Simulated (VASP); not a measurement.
# Cu (Fm-3m) in VASP: single point with PBE

Aim: the single point of Cu with PBE.

Program: VASP 6.6.1. These are calculated values, not measurements. Logs are shortened: lines on timing, memory, paths and dates and some standing lists are left out, and cuts for length are marked.

## (1) The cell of the first run

Symmetry: Fm-3m, No. 225, cubic system. The conventional cell has a = 3.628 Å, b = 3.628 Å, c = 3.628 Å, α = 90.00°, β = 90.00°, γ = 90.00°. Cu (site symmetry m-3m) has 12 Cu at 2.57 Å within 3.4 Å.

## (2) Single point, PBE

INCAR reads:

```
ALGO     = Normal         # electronic algorithm
EDIFF    = 1E-6           # SCF threshold, eV
ENCUT    = 600            # plane-wave cutoff, eV
GGA      = PE             # functional
GGA_COMPAT= False        
ISIF     = 2              # what is computed and relaxed
ISMEAR   = 0              # smearing method
LASPH    = True           # aspherical terms in the spheres
LCHARG   = False          # write CHGCAR
LREAL    = False          # projectors in reciprocal space
LWAVE    = False          # write WAVECAR
NBANDS   = 12             # bands
NELM     = 120            # most SCF steps
PREC     = Accurate       # precision mode
SIGMA    = 0.1            # smearing width, eV
```

KPOINTS reads:

```
k-points
0
Gamma
  10 10 10
```

POSCAR reads:

```
Cu
1.0
    0.0000000000      1.8140639522      1.8140639522
    1.8140639522      0.0000000000      1.8140639522
    1.8140639522      1.8140639522      0.0000000000
Cu
1
Direct
    0.0000000000      0.0000000000      0.0000000000
```

Potentials or basis: VASP PAW PBE potentials, release 64 (Cu).

On the command line:

```sh
$ cat potpaw_PBE.64/Cu/POTCAR > POTCAR
$ mpirun -np 1 vasp_std > vasp.out
```

OUTCAR:

```text
EDIFF = 1E-6
   ENCUT = 600
   GGA = PE
   ISIF = 2
   ISMEAR = 0
   LASPH = True
   LREAL = False
   NELM = 120
   PREC = Accurate

 ion  position               nearest neighbor table
   1  0.000  0.000  0.000-

  LATTYP: Found a face centered cubic cell.
 ALAT       =     3.6281279044

  Lattice vectors:

 A1 = (   0.0000000000,   1.8140639522,   1.8140639522)
 A2 = (   1.8140639522,   0.0000000000,   1.8140639522)
 A3 = (   1.8140639522,   1.8140639522,   0.0000000000)

Analysis of symmetry for initial positions (statically):
=====================================================================
 Subroutine PRICEL returns:
 Original cell was already a primitive cell.

 Routine SETGRP: Setting up the symmetry group for a
 face centered cubic supercell.

 Subroutine GETGRP returns: Found 48 space group operations
 (whereof 48 operations were pure point group operations)
 out of a pool of 48 trial point group operations.

The static configuration has the point symmetry O_h .

Analysis of symmetry for dynamics (positions and initial velocities):
=====================================================================
 Subroutine PRICEL returns:
 Original cell was already a primitive cell.

 Routine SETGRP: Setting up the symmetry group for a
 face centered cubic supercell.

 Subroutine GETGRP returns: Found 48 space group operations
 (whereof 48 operations were pure point group operations)
 out of a pool of 48 trial point group operations.

The dynamic configuration has the point symmetry O_h .

 Subroutine INISYM returns: Found 48 space group operations
 (whereof 48 operations are pure point group operations),
 and found     1 'primitive' translations

----------------------------------------------------------------------------------------

                                     Primitive cell

  volume of cell :      11.9395

  direct lattice vectors                    reciprocal lattice vectors
     0.000000000  1.814063952  1.814063952    -0.275624241  0.275624241  0.275624241
     1.814063952  0.000000000  1.814063952     0.275624241 -0.275624241  0.275624241
     1.814063952  1.814063952  0.000000000     0.275624241  0.275624241 -0.275624241

  length of vectors
     2.565473844  2.565473844  2.565473844     0.477395189  0.477395189  0.477395189

  position of ions in fractional coordinates (direct lattice)
     0.000000000  0.000000000  0.000000000

  ion indices of the primitive-cell ions
   primitive index   ion index
                 1           1

----------------------------------------------------------------------------------------

 KPOINTS: k-points

Automatic generation of k-mesh.
 Grid dimensions read from file:
 generate k-points for:   10   10   10

 Generating k-lattice:

  Cartesian coordinates                     Fractional coordinates (reciprocal lattice)
    -0.027562424  0.027562424  0.027562424     0.100000000  0.000000000  0.000000000
     0.027562424 -0.027562424  0.027562424     0.000000000  0.100000000  0.000000000
     0.027562424  0.027562424 -0.027562424     0.000000000  0.000000000  0.100000000

  Length of vectors
     0.047739519  0.047739519  0.047739519

  Shift w.r.t. Gamma in fractional coordinates (k-lattice)
     0.000000000  0.000000000  0.000000000

 Subroutine IBZKPT returns following result:
 ===========================================

 Found     47 irreducible k-points:

 Following reciprocal coordinates:
            Coordinates               Weight
  0.000000  0.000000  0.000000      1.000000
  0.100000  0.000000  0.000000      8.000000
  0.200000  0.000000  0.000000      8.000000
  0.300000  0.000000  0.000000      8.000000
  0.400000  0.000000  0.000000      8.000000
  0.500000  0.000000  0.000000      4.000000
[... 16 lines left out ...]
  0.300000  0.300000  0.000000      6.000000
  0.400000  0.300000  0.000000     24.000000
 [... further k-points ...]
   k-points           NKPTS =     47   k-points in BZ     NKDIM =     47   number of bands    NBANDS=     12
   number of dos      NEDOS =    301   number of ions     NIONS =      1
   total plane-waves  NPLWV =   8000
   dimension x,y,z NGX =    20 NGY =   20 NGZ =   20
   dimension x,y,z NGXF=    40 NGYF=   40 NGZF=   40
   ions per type =               1
   NGX,Y,Z   is equivalent  to a cutoff of  12.96, 12.96, 12.96 a.u.
   NGXF,Y,Z  is equivalent  to a cutoff of  25.92, 25.92, 25.92 a.u.
 SYSTEM =  unknown system
   PREC   = accura    normal or accurate (medium, high low for compatibility)
   ISTART =      0    job   : 0-new  1-cont  2-samecut
   ICHARG =      2    charge: 1-file 2-atom 10-const
   ISPIN  =      1    spin polarized calculation?
   LNONCOLLINEAR =      F non collinear calculations
   LSORBIT =      F    spin-orbit coupling
   LASPH  =      T    aspherical Exc in radial PAW
   ENCUT  =  600.0 eV  44.10 Ry    6.64 a.u.   5.12  5.12  5.12*2*pi/ulx,y,z
   NELM   =    120;   NELMIN=  2; NELMDL= -5     # of ELM steps
   EDIFF  = 0.1E-05   stopping-criterion for ELM
   LREAL  =      F    real-space projection
   EDIFFG = 0.1E-04   stopping-criterion for IOM
   NSW    =      0    number of steps for IOM
   IBRION =     -1    ionic relax: 0-MD 1-quasi-New 2-CG
   NFREE  =      0    steps in history (QN), initial steepest desc. (CG)
   ISIF   =      2    stress and relaxation
   ISYM   =      2    0-nonsym 1-usesym 2-fastsym
   POTIM  = 0.5000    time-step for ionic-motion
   TEBEG  =    0.0;   TEEND  =   0.0 temperature during run
   PSTRESS=    0.0 pullay stress
   NELECT =      11.0000    total number of electrons
   NUPDOWN=      -1.0000    fix difference up-down
   EMIN   =  10.00;   EMAX   =-10.00  energy-range for DOS
   EFERMI =   0.00;   METHOD = LEGACY
   ISMEAR =     0;   SIGMA  =   0.10  broadening in eV -4-tet -1-fermi 0-gaus
   EFERMI_NEDOS =   21; number of points for ismear=-14 and -15
   IALGO  =     38    algorithm
   IMIX   =      4    mixing-type and parameters
     AMIX     =   0.40;   BMIX     =  1.00
     AMIX_MAG =   1.60;   BMIX_MAG =  1.00
  volume/ion in A,a.u.               =      11.94        80.57
  Fermi-wavevector in a.u.,A,eV,Ry     =   1.592978  3.010292 34.525861  2.537579
  Thomas-Fermi vector in A             =   2.691279
   LORBIT       =      0    0 simple, 1 ext, 2 COOP (PROOUT), +10 PAW based schemes
   GGA     = PE    functional components
   LHFCALC =     F    Hartree Fock is set to
   AEXX    =    0.0000 exact exchange contribution
   IVDW    =     0    specifies the selected vdW correction
   LEPSILON=     F    determine dielectric tensor
   LRPA    =     F    only Hartree local field effects (RPA)
 non-spin polarized calculation
 Gauss-broadening in eV      SIGMA  =   0.10
  energy-cutoff  :      600.00
  volume of cell :       11.94
 maximum number of plane-waves:       411
   NGX = 11   NGY = 11   NGZ = 11

 number of electron      10.9999998 magnetization

 Free energy of the ion-electron system (eV)
  ---------------------------------------------------
  ext. energy  EPLUGINS =         0.00000000
  ---------------------------------------------------
  free energy    TOTEN  =        -3.71469984 eV

  energy without entropy =       -3.71195718  energy(sigma->0) =       -3.71332851

 E-fermi :   7.3424     XC(G=0): -12.6636

 val. band max:        7.2463060906   @ k =   0.5000   0.2000   0.1000
 cond. band min:       7.3428596482   @ k =   0.5000   0.1000   0.0000
 fundamental gap:      0.0965535576
 Fermi energy:         7.3424371810

 k-point     1 :       0.0000    0.0000    0.0000
  band No.  band energies     occupation
      1      -1.8176      2.00000
      2       4.4547      2.00000
      3       4.4547      2.00000
      4       4.4547      2.00000
      5       5.2630      2.00000
      6       5.2630      2.00000
      7      29.9581      0.00000
      8      32.5180      0.00000
      9      32.5180      0.00000
     10      32.5180      0.00000
     11      35.0011      0.00000
     12      35.0011      0.00000

 k-point     2 :       0.1000    0.0000    0.0000
  band No.  band energies     occupation
      1      -1.4580      2.00000
      2       4.3826      2.00000
      3       4.5178      2.00000
      4       4.5178      2.00000
      5       5.2408      2.00000
      6       5.2408      2.00000
      7      27.4085      0.00000
      8      30.6780      0.00000
      9      31.6212      0.00000
     10      31.6212      0.00000
     11      36.3877      0.00000
     12      36.3877      0.00000

 k-point     3 :       0.2000    0.0000    0.0000
  band No.  band energies     occupation
      1      -0.4246      2.00000
      2       4.2379      2.00000
      3       4.6122      2.00000
      4       4.6122      2.00000
      5       5.2623      2.00000
      6       5.2623      2.00000
      7      22.2805      0.00000
      8      30.1803      0.00000
      9      30.5181      0.00000
     10      30.5181      0.00000
     11      36.8351      0.00000
     12      36.9348      0.00000
[... 286 lines left out ...]
 k-point    23 :       0.3000    0.3000    0.0000
  band No.  band energies     occupation
      1       1.7993      2.00000
      2       3.5410      2.00000
      3       4.9988      2.00000
      4       5.3417      2.00000
      5       5.3417      2.00000
      6       5.6139      2.00000
      7      22.8772      0.00000
      8      23.0870      0.00000
      9      23.0870      0.00000
     10      25.7834      0.00000
     11      28.5080      0.00000
     12      46.2597      0.00000

 k-point    24 :       0.4000    0.3000    0.0000
  band No.  band energies     occupation
      1       2.5161      2.00000
      2       3.4070      2.00000
      3       4.9760      2.00000
      4       5.3990      2.00000
      5       5.7901      2.00000
      6       6.4033      2.00000
      7      19.4990      0.00000
      8      20.3055      0.00000
      9      22.2882      0.00000
     10      26.3496      0.00000
     11      29.9789      0.00000
     12      44.8306      0.00000

 [... further k-points ...]
[... 5 lines left out ...]
  --------------------------------------------------------------------------------------
  -------------------------------------------------------------------------------------
  Total        0.0778010      0.0778010      0.0778010      0.0000000     -0.0000000     -0.0000000
  in kB       10.4401751     10.4401751     10.4401751      0.0000000     -0.0000000     -0.0000000
  external PRESSURE =      10.4401751 kB  Pullay stress =       0.0000000 kB

 VOLUME and BASIS-vectors are now :
 -----------------------------------------------------------------------------
  energy-cutoff  :      600.00
  volume of cell :       11.94
      direct lattice vectors                 reciprocal lattice vectors
     0.000000000  1.814063952  1.814063952    -0.275624241  0.275624241  0.275624241
     1.814063952  0.000000000  1.814063952     0.275624241 -0.275624241  0.275624241
     1.814063952  1.814063952  0.000000000     0.275624241  0.275624241 -0.275624241

 POSITION                                       TOTAL-FORCE (eV/Angst)
 -----------------------------------------------------------------------------------
      0.00000      0.00000      0.00000         0.000000      0.000000      0.000000
 -----------------------------------------------------------------------------------
    total drift:                                0.000000     -0.000000     -0.000000

  FREE ENERGIE OF THE ION-ELECTRON SYSTEM (eV)
  ---------------------------------------------------
  free  energy   TOTEN  =        -3.7146998366 eV

  energy  without entropy=       -3.7119571812  energy(sigma->0) =       -3.71332851
```

Run time: 5.9 s. Hardware: 1 thread of Intel Xeon 6975P-C, shared host; peak memory 0.12 GiB.

What came out:

| Item | Value |
| --- | --- |
| Free energy | -3.7147 eV |
| Pressure | 1.0 GPa |
